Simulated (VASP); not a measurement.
# Te7Mo4 (a cell with a defect) in VASP: a series of runs, part 2 of 2

VASP 6.6.1. The steps go on from the part before.

## (3) Relaxation of the atoms, PBEsol

INCAR

```
SYSTEM = Te7Mo4
  PREC = Accurate
  ENCUT = 450
  EDIFF = 1E-7
  ISMEAR = 0
  SIGMA = 0.1
  LREAL = .False.
  LASPH = .True.
  NELM = 120
  ALGO = Normal
  ISIF = 2
  LWAVE = .False.
  LCHARG = .False.
  GGA = PS
  IBRION = 2
  NSW = 45
  EDIFFG = -0.03
  GGA_COMPAT = .False.
  NELMIN = 4
```

KPOINTS

```
Automatic mesh
0
Gamma
  2 2 1
  0 0 0
```

POSCAR

```
Te7Mo4
1.0
    7.1204656236      0.0000000058      0.0000000000
   -3.5602328168      6.1665041140      0.0000000000
    0.0000000000      0.0000000000     17.5240578200
Te Mo
7 4
Direct
    0.1666666667      0.3333333333      0.1021445500
    0.1666666667      0.8333333333      0.8978554500
    0.1666666667      0.8333333333      0.1021445500
    0.6666666667      0.3333333333      0.8978554500
    0.6666666667      0.3333333333      0.1021445500
    0.6666666667      0.8333333333      0.8978554500
    0.6666666667      0.8333333333      0.1021445500
    0.0000000000      0.0000000000      0.0000000000
    0.0000000000      0.5000000000      0.0000000000
    0.5000000000      0.0000000000      0.0000000000
    0.5000000000      0.5000000000      0.0000000000
```

Potentials or basis: VASP PAW PBE potentials, release 64 (Te, Mo_sv).

Started as:

```console
> cat potpaw_PBE.64/Te/POTCAR potpaw_PBE.64/Mo_sv/POTCAR > POTCAR
> mpirun -np 1 vasp_std > vasp.out
```

OUTCAR:

```text
SYSTEM = Te7Mo4
   PREC = Accurate
   ENCUT = 450
   EDIFF = 1E-7
   ISMEAR = 0
   LREAL = .False.
   LASPH = .True.
   NELM = 120
   ISIF = 2
   GGA = PS
   IBRION = 2
   NSW = 45
   EDIFFG = -0.03
   NELMIN = 4

 ion  position               nearest neighbor table
   1  0.167  0.333  0.102-  11 2.73   8 2.73   9 2.73   5 3.56   5 3.56   3 3.56   3 3.56   7 3.56
                             7 3.56
   2  0.167  0.833  0.898-  10 2.73   9 2.73   8 2.73   6 3.56   6 3.56   4 3.56   4 3.56   3 3.58

   3  0.167  0.833  0.102-  10 2.73   9 2.73   8 2.73   7 3.56   7 3.56   1 3.56   1 3.56   5 3.56
                             5 3.56   2 3.58
   4  0.667  0.333  0.898-   9 2.73  10 2.73  11 2.73   6 3.56   6 3.56   2 3.56   2 3.56   5 3.58
[... 5 lines left out ...]
   7  0.667  0.833  0.102-   8 2.73  11 2.73  10 2.73   3 3.56   3 3.56   5 3.56   5 3.56   1 3.56
                             1 3.56   6 3.58
   8  0.000  0.000  0.000-   6 2.73   7 2.73   1 2.73   2 2.73   3 2.73
   9  0.000  0.500  0.000-   4 2.73   5 2.73   2 2.73   3 2.73   1 2.73
  10  0.500  0.000  0.000-   2 2.73   3 2.73   4 2.73   5 2.73   6 2.73   7 2.73
  11  0.500  0.500  0.000-   1 2.73   6 2.73   7 2.73   4 2.73   5 2.73

  LATTYP: Found a hexagonal cell.
 ALAT       =     7.1204656236
 C/A-ratio  =     2.4610831294

  Lattice vectors:

 A1 = (   7.1204656236,   0.0000000058,   0.0000000000)
 A2 = (  -3.5602328168,   6.1665041140,   0.0000000000)
 A3 = (   0.0000000000,   0.0000000000,  17.5240578200)
[... 172 lines left out ...]
  free energy    TOTEN  =       -71.82552181 eV

  energy without entropy =      -71.80659349  energy(sigma->0) =      -71.81605765

------------------------ aborting loop because EDIFF is reached ----------------------------------------

  FORCE on cell =-STRESS in cart. coord.  units (eV):
  Direction    XX          YY          ZZ          XY          YZ          ZX
  --------------------------------------------------------------------------------------
  -------------------------------------------------------------------------------------
  Total      -12.4545028    -12.4545028     -2.8536304     -0.0000000     -0.0000000      0.0000000
  in kB      -25.9331265    -25.9331265     -5.9419119     -0.0000000     -0.0000000      0.0000000
  external PRESSURE =     -19.2693883 kB  Pullay stress =       0.0000000 kB
[... 347 lines left out ...]
--------------------------------------- Ionic step        9  -------------------------------------------

 number of electron      97.9999999 magnetization

 Free energy of the ion-electron system (eV)
  ---------------------------------------------------
  ext. energy  EPLUGINS =         0.00000000
  ---------------------------------------------------
  free energy    TOTEN  =       -71.91946164 eV

  energy without entropy =      -71.91140049  energy(sigma->0) =      -71.91543107

 E-fermi :  -0.0790     XC(G=0):  -4.4869

 val. band max:       -0.1951691868   @ k =   0.0000   0.0000   0.0000
 cond. band min:       0.0714446577   @ k =   0.5000   0.0000   0.0000
 fundamental gap:      0.2666138445
 Fermi energy:        -0.0789536086

 k-point     1 :       0.0000    0.0000    0.0000
  band No.  band energies     occupation
      1     -61.1127      2.00000
      2     -61.0208      2.00000
      3     -61.0143      2.00000
      4     -61.0143      2.00000
      5     -35.3223      2.00000
      6     -35.3223      2.00000
[... 50 lines left out ...]
     57       1.5963      0.00000
     58       2.7554      0.00000

 k-point     2 :       0.5000    0.0000    0.0000
  band No.  band energies     occupation
      1     -61.1126      2.00000
      2     -61.0193      2.00000
      3     -61.0159      2.00000
      4     -61.0143      2.00000
      5     -35.3073      2.00000
      6     -35.2804      2.00000
[... 88 lines left out ...]
  FREE ENERGIE OF THE ION-ELECTRON SYSTEM (eV)
  ---------------------------------------------------
  free  energy   TOTEN  =       -71.9194616434 eV

  energy  without entropy=      -71.9114004900  energy(sigma->0) =      -71.91543107

 reached required accuracy - stopping structural energy minimisation
```

It took 12 min on 1 thread of Intel Xeon 6975P-C (Granite Rapids), shared host; peak memory 0.73 GiB.

What came out:

| Quantity | Value |
| --- | --- |
| Free energy | -71.9195 eV |
| Energy gained by relaxing | 8.5 meV/atom |
| Ionic steps | 9 |
| Pressure after relaxing | -1.7 GPa |
| Largest force after relaxing | 0.025 eV/Å |
| Band gap on the k mesh | 0.27 eV |

Forces on the atoms (eV/Å):
```
Te   0.000  0.000  0.002
Te  -0.015 -0.009 -0.007
Te   0.020  0.012  0.004
Te   0.000  0.017 -0.007
Te   0.000 -0.023  0.004
Te   0.015 -0.009 -0.007
Te  -0.020  0.012  0.004
Mo   0.000  0.025  0.003
Mo   0.022 -0.012  0.003
Mo   0.000  0.000 -0.003
Mo  -0.022 -0.012  0.003
```

Stress tensor (GPa, compression positive):
```
-2.55  0.00  0.00
 0.00 -2.55  0.00
 0.00  0.00 -0.01
```

Step by step:
```tsv
step	energy change (eV)	largest force (eV/Å)	pressure (GPa)
1	0.0000	0.6302	-1.93
2	-0.0580	0.2556	-1.73
3	-0.0586	0.2805	-1.71
4	-0.0750	0.2229	-1.69
5	-0.0809	0.3182	-1.66
6	-0.0902	0.1346	-1.65
7	-0.0905	0.1459	-1.64
8	-0.0937	0.0419	-1.69
9	-0.0939	0.0252	-1.70
```

Final structure:
```
Te Mo
1.0
     7.12047    0.00000    0.00000
    -3.56023    6.16650    0.00000
     0.00000    0.00000   17.52406
Te Mo
7 4
Direct
  0.16667 0.33333 0.10302
  0.16834 0.83417 0.89923
  0.15834 0.82917 0.10019
  0.66583 0.33166 0.89923
  0.67083 0.34166 0.10019
  0.66583 0.83417 0.89923
  0.67083 0.82917 0.10019
  0.00602 0.01204 0.00006
  0.00602 0.49398 0.00006
  0.50000 0.00000 0.00070
  0.48796 0.49398 0.00006
```

Caveat: the k points lie up to 0.51 Å⁻¹ apart; the PAW data sets were made with another functional, which shifts forces and pressure a little; spin-orbit coupling is left out, which moves the levels of the heavy elements.
